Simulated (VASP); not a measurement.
# B (R-3m) in VASP: notebook

B is run at these levels: PBE; tasks: relaxation of cell and atoms, single point.

Everything below comes from runs of VASP 6.6.1. Logs are shortened: lines on timing, memory, paths and dates and some standing lists are left out, and cuts for length are marked.

### Step 1. The cell of the first run

It takes space group R-3m (No. 166, trigonal). The conventional cell has a = 2.891 Å, b = 2.891 Å, c = 8.351 Å, α = 90.00°, β = 90.00°, γ = 120.00°. Within 2.2 Å of B (site symmetry -3m) lie 8 B at 1.65 to 2.02 Å. Within 2.2 Å of B (site symmetry 3m) lie 7 B at 1.65 to 2.02 Å.

### Step 2. Relaxation of cell and atoms, PBE

The input, INCAR:

```
SYSTEM = B
PREC     = Accurate       ! precision mode
ENCUT    = 600            ! plane-wave cutoff, eV
EDIFF    = 1E-6           ! SCF threshold, eV
ISMEAR   = 0              ! smearing method
SIGMA    = 0.1            ! smearing width, eV
LREAL    = .False.        ! projectors in reciprocal space
LASPH    = .True.         ! aspherical terms in the spheres
NELM     = 60             ! most SCF steps
ALGO     = Normal         ! electronic algorithm
ISIF     = 3              ! what is computed and relaxed
LWAVE    = .False.        ! write WAVECAR
LCHARG   = .False.        ! write CHGCAR
GGA      = PE             ! functional
IBRION   = 2              ! ionic algorithm
NSW      = 100            ! ionic steps
EDIFFG   = -0.01          ! ionic threshold
```

The input, KPOINTS:

```
Automatic mesh
0
Gamma
  21 21 21
  0 0 0
```

The input, POSCAR:

```
B
1.0
    1.4456162645      0.8346269394      2.7837566312
   -1.4456162645      0.8346269394      2.7837566312
    0.0000000000     -1.6692538789      2.7837566312
B
3
Direct
    0.0000000000      0.0000000000      0.0000000000
    0.1970747180      0.1970747180      0.1970747180
    0.8029252820      0.8029252820      0.8029252820
```

Potentials or basis: VASP PAW PBE potentials, release 64 (B).

Started as:

```sh
> cat potpaw_PBE.64/B/POTCAR > POTCAR
> mpirun -np 1 vasp_std > vasp.out
```

OUTCAR:

```text
SYSTEM = B
   PREC = Accurate
   ENCUT = 600
   EDIFF = 1E-6
   ISMEAR = 0
   LREAL = .False.
   LASPH = .True.
   NELM = 60
   ISIF = 3
   GGA = PE
   IBRION = 2
   NSW = 100
   EDIFFG = -0.01

 ion  position               nearest neighbor table
   1  0.000  0.000  0.000-   2 1.65   3 1.65   3 2.02   2 2.02   3 2.02   3 2.02   2 2.02   2 2.02

   2  0.197  0.197  0.197-   1 1.65   3 1.74   3 1.74   3 1.74   1 2.02   1 2.02   1 2.02
   3  0.803  0.803  0.803-   1 1.65   2 1.74   2 1.74   2 1.74   1 2.02   1 2.02   1 2.02

  LATTYP: Found a trigonal (rhomboedric) cell.
 ALAT       =     3.2458757669
 COS(alpha) =     0.6032908111

  Lattice vectors:

 A1 = (   1.4456162645,   0.8346269394,   2.7837566312)
 A2 = (  -1.4456162645,   0.8346269394,   2.7837566312)
 A3 = (   0.0000000000,  -1.6692538789,   2.7837566312)

Analysis of symmetry for initial positions (statically):
=====================================================================
 Subroutine PRICEL returns:
 Original cell was already a primitive cell.

 Routine SETGRP: Setting up the symmetry group for a
 trigonal (rhombohedral) supercell.

 Subroutine GETGRP returns: Found 12 space group operations
 (whereof 12 operations were pure point group operations)
 out of a pool of 12 trial point group operations.

The static configuration has the point symmetry D_3d.

Analysis of symmetry for dynamics (positions and initial velocities):
=====================================================================
 Subroutine PRICEL returns:
 Original cell was already a primitive cell.

 Routine SETGRP: Setting up the symmetry group for a
 trigonal (rhombohedral) supercell.

 Subroutine GETGRP returns: Found 12 space group operations
 (whereof 12 operations were pure point group operations)
 out of a pool of 12 trial point group operations.

The dynamic configuration has the point symmetry D_3d.

 Subroutine INISYM returns: Found 12 space group operations
 (whereof 12 operations are pure point group operations),
 and found     1 'primitive' translations

----------------------------------------------------------------------------------------

                                     Primitive cell

  volume of cell :      20.1525

  direct lattice vectors                    reciprocal lattice vectors
     1.445616264  0.834626939  2.783756631     0.345873253  0.199690016  0.119742268
    -1.445616264  0.834626939  2.783756631    -0.345873253  0.199690016  0.119742268
     0.000000000 -1.669253879  2.783756631     0.000000000 -0.399380031  0.119742268

  length of vectors
     3.245875767  3.245875767  3.245875767     0.416944385  0.416944385  0.416944385

  position of ions in fractional coordinates (direct lattice)
     0.000000000  0.000000000  0.000000000
     0.197074718  0.197074718  0.197074718
     0.802925282  0.802925282  0.802925282

  ion indices of the primitive-cell ions
   primitive index   ion index
                 1           1
                 2           2
                 3           3

----------------------------------------------------------------------------------------

 KPOINTS: Automatic mesh

Automatic generation of k-mesh.
 Grid dimensions read from file:
 generate k-points for:   21   21   21

 Generating k-lattice:

  Cartesian coordinates                     Fractional coordinates (reciprocal lattice)
     0.016470155  0.009509048  0.005702013     0.047619048  0.000000000  0.000000000
    -0.016470155  0.009509048  0.005702013     0.000000000  0.047619048  0.000000000
     0.000000000 -0.019018097  0.005702013     0.000000000  0.000000000  0.047619048

  Length of vectors
     0.019854495  0.019854495  0.019854495

  Shift w.r.t. Gamma in fractional coordinates (k-lattice)
     0.000000000  0.000000000  0.000000000

 Subroutine IBZKPT returns following result:
 ===========================================

 Found    891 irreducible k-points:

 Following reciprocal coordinates:
            Coordinates               Weight
  0.000000  0.000000  0.000000      1.000000
  0.047619  0.000000 -0.000000      6.000000
  0.095238  0.000000  0.000000      6.000000
  0.142857 -0.000000 -0.000000      6.000000
  0.190476  0.000000  0.000000      6.000000
  0.238095 -0.000000  0.000000      6.000000
[... 16 lines left out ...]
 -0.428571  0.047619  0.000000     12.000000
 -0.380952  0.047619  0.000000     12.000000
 [... further k-points ...]
   k-points           NKPTS =    891   k-points in BZ     NKDIM =    891   number of bands    NBANDS=      8
   number of dos      NEDOS =    301   number of ions     NIONS =      3
   total plane-waves  NPLWV =  21952
   dimension x,y,z NGX =    28 NGY =   28 NGZ =   28
   dimension x,y,z NGXF=    56 NGYF=   56 NGZF=   56
   ions per type =               3
   NGX,Y,Z   is equivalent  to a cutoff of  14.34, 14.34, 14.34 a.u.
   NGXF,Y,Z  is equivalent  to a cutoff of  28.68, 28.68, 28.68 a.u.
 SYSTEM =  B
   PREC   = accura    normal or accurate (medium, high low for compatibility)
   ISTART =      0    job   : 0-new  1-cont  2-samecut
   ICHARG =      2    charge: 1-file 2-atom 10-const
   ISPIN  =      1    spin polarized calculation?
   LNONCOLLINEAR =      F non collinear calculations
   LSORBIT =      F    spin-orbit coupling
   LASPH  =      T    aspherical Exc in radial PAW
   ENCUT  =  600.0 eV  44.10 Ry    6.64 a.u.   6.48  6.48  6.48*2*pi/ulx,y,z
   NELM   =     60;   NELMIN=  2; NELMDL= -5     # of ELM steps
   EDIFF  = 0.1E-05   stopping-criterion for ELM
   LREAL  =      F    real-space projection
   EDIFFG = -.1E-01   stopping-criterion for IOM
   NSW    =    100    number of steps for IOM
   IBRION =      2    ionic relax: 0-MD 1-quasi-New 2-CG
   NFREE  =      1    steps in history (QN), initial steepest desc. (CG)
   ISIF   =      3    stress and relaxation
   ISYM   =      2    0-nonsym 1-usesym 2-fastsym
   POTIM  = 0.5000    time-step for ionic-motion
   TEBEG  =    0.0;   TEEND  =   0.0 temperature during run
   PSTRESS=    0.0 pullay stress
   NELECT =       9.0000    total number of electrons
   NUPDOWN=      -1.0000    fix difference up-down
   EMIN   =  10.00;   EMAX   =-10.00  energy-range for DOS
   EFERMI =   0.00;   METHOD = LEGACY
   ISMEAR =     0;   SIGMA  =   0.10  broadening in eV -4-tet -1-fermi 0-gaus
   EFERMI_NEDOS =   21; number of points for ismear=-14 and -15
   IALGO  =     38    algorithm
   IMIX   =      4    mixing-type and parameters
     AMIX     =   0.40;   BMIX     =  1.00
     AMIX_MAG =   1.60;   BMIX_MAG =  1.00
  volume/ion in A,a.u.               =       6.72        45.33
  Fermi-wavevector in a.u.,A,eV,Ry     =   1.251353  2.364713 21.305135  1.565883
  Thomas-Fermi vector in A             =   2.385304
   LORBIT       =      0    0 simple, 1 ext, 2 COOP (PROOUT), +10 PAW based schemes
   GGA     = PE    functional components
   LHFCALC =     F    Hartree Fock is set to
   AEXX    =    0.0000 exact exchange contribution
   IVDW    =     0    specifies the selected vdW correction
   LEPSILON=     F    determine dielectric tensor
   LRPA    =     F    only Hartree local field effects (RPA)
 conjugate gradient relaxation of ions
 non-spin polarized calculation
 Gauss-broadening in eV      SIGMA  =   0.10
  energy-cutoff  :      600.00
  volume of cell :       20.15
 maximum number of plane-waves:       701
 NGX is ok and might be reduce to    28

--------------------------------------- Ionic step        1  -------------------------------------------

 number of electron       9.0000000 magnetization

 Free energy of the ion-electron system (eV)
  ---------------------------------------------------
  ext. energy  EPLUGINS =         0.00000000
  ---------------------------------------------------
  free energy    TOTEN  =       -19.05085284 eV

  energy without entropy =      -19.04880555  energy(sigma->0) =      -19.04982919

------------------------ aborting loop because EDIFF is reached ----------------------------------------

  FORCE on cell =-STRESS in cart. coord.  units (eV):
  Direction    XX          YY          ZZ          XY          YZ          ZX
  --------------------------------------------------------------------------------------
  -------------------------------------------------------------------------------------
  Total        0.0033243      0.0033243     -0.0034000      0.0000000      0.0000000     -0.0000000
  in kB        0.2642922      0.2642922     -0.2703062      0.0000000      0.0000000     -0.0000000
  external PRESSURE =       0.0860927 kB  Pullay stress =       0.0000000 kB
[... 133 lines left out ...]
  energy  without entropy=      -19.0488681490  energy(sigma->0) =      -19.04989596

--------------------------------------- Ionic step        5  -------------------------------------------

 number of electron       9.0000000 magnetization

 Free energy of the ion-electron system (eV)
  ---------------------------------------------------
  ext. energy  EPLUGINS =         0.00000000
  ---------------------------------------------------
  free energy    TOTEN  =       -19.05092850 eV

  energy without entropy =      -19.04887104  energy(sigma->0) =      -19.04989977

 E-fermi :   7.4127     XC(G=0): -12.1280

 val. band max:        7.4019072278   @ k =  -0.4286  -0.4286   0.1905
 cond. band min:       7.4156973062   @ k =  -0.2381   0.2381   0.2381
 fundamental gap:      0.0137900784
 Fermi energy:         7.4126570761

 k-point     1 :       0.0000    0.0000    0.0000
  band No.  band energies     occupation
      1      -9.1182      2.00000
      2       2.4594      2.00000
      3       7.4701      0.41687
      4       7.4701      0.41687
      5       8.5536      0.00000
      6      10.7858      0.00000
      7      10.7858      0.00000
      8      15.7996      0.00000
[... 243 lines left out ...]
 k-point    24 :      -0.3810    0.0476    0.0000
  band No.  band energies     occupation
      1      -5.9440      2.00000
      2      -1.8168      2.00000
      3       2.3812      2.00000
      4       5.2532      2.00000
      5       8.3129      0.00000
      6       9.9622      0.00000
      7      12.3151      0.00000
      8      13.5965      0.00000

 [... further k-points ...]
[... 5 lines left out ...]
  --------------------------------------------------------------------------------------
  -------------------------------------------------------------------------------------
  Total       -0.0081056     -0.0081056      0.0036187      0.0000000     -0.0000000      0.0000000
  in kB       -0.6449715     -0.6449715      0.2879480      0.0000000     -0.0000000      0.0000000
  external PRESSURE =      -0.3339984 kB  Pullay stress =       0.0000000 kB
[... 18 lines left out ...]
  FREE ENERGIE OF THE ION-ELECTRON SYSTEM (eV)
  ---------------------------------------------------
  free  energy   TOTEN  =       -19.0509285007 eV

  energy  without entropy=      -19.0488710391  energy(sigma->0) =      -19.04989977

 reached required accuracy - stopping structural energy minimisation
```

Run time: 9.9 min. Hardware: 1 thread of Intel Xeon 8259CL, shared host; peak memory 0.28 GiB.

Results:

```
Free energy                           : -19.0509 eV
Relaxed volume                        : 6.71 Å³/atom
Relaxed cell                          : a = 3.244 Å, b = 3.244 Å, c = 3.244 Å, α = 52.92°, β = 52.92°, γ = 52.92°
Space group after relaxing (to 0.1 Å) : R-3m (No. 166)
Energy gained by relaxing             : 0.0 meV/atom
Ionic steps                           : 5
Pressure after relaxing               : 0.0 GPa
Band gap on the k mesh                : zero (an odd number of electrons rules out a gap without spin polarisation)
```

Final structure:
```
CELL_PARAMETERS angstrom
1.44553 0.83458 2.78170
-1.44553 0.83458 2.78170
0.00000 -1.66915 2.78170
ATOMIC_POSITIONS crystal
B 0.00000 0.00000 0.00000
B 0.19735 0.19735 0.19735
B 0.80265 0.80265 0.80265
```

### Step 3. Single point, PBE

This run uses another cell than the first one: it holds 2 atoms, not 3.

The input, INCAR:

```
PREC = Accurate
ENCUT = 520
EDIFF = 1E-7
ISMEAR = 0
SIGMA = 0.1
LREAL = False
LASPH = True
NELM = 60
ALGO = Normal
ISIF = 2
LWAVE = False
LCHARG = False
GGA = PE
NBANDS = 10
```

The input, KPOINTS:

```
regular mesh
0
Gamma
  9 9 9
```

The input, POSCAR:

```
B
1.0
    1.2327964448      0.7117553592      2.7968607236
   -1.2327964448      0.7117553592      2.7968607236
    0.0000000000     -1.4235107185      2.7968607236
B
2
Direct
    0.1002304220      0.1002304220      0.1002304220
    0.8997695780      0.8997695780      0.8997695780
```

Potentials or basis: VASP PAW PBE potentials, release 64 (B).

Started as:

```sh
> cat potpaw_PBE.64/B/POTCAR > POTCAR
> mpirun -np 1 vasp_std > vasp.out
```

It took 8.2 s on 1 thread of Intel Xeon Platinum 8375C at 2.90GHz (Ice Lake), shared host; peak memory 0.13 GiB.

It converged, with:

* Free energy: -11.9933 eV
* Pressure: 0.0 GPa
* Band gap on the k mesh: zero (bands 3 and 4 overlap by 9.40 eV)

Levels at points of the mesh, in eV from the Fermi level:
```
           k point  band 1  band 2  band 3  band 4  band 5  band 6
(0.00, 0.00, 0.00)  -15.07   -2.91    4.09    7.76    7.76    9.33
```

The gap in the log of VASP goes by the Fermi energy; the results here count the filled bands.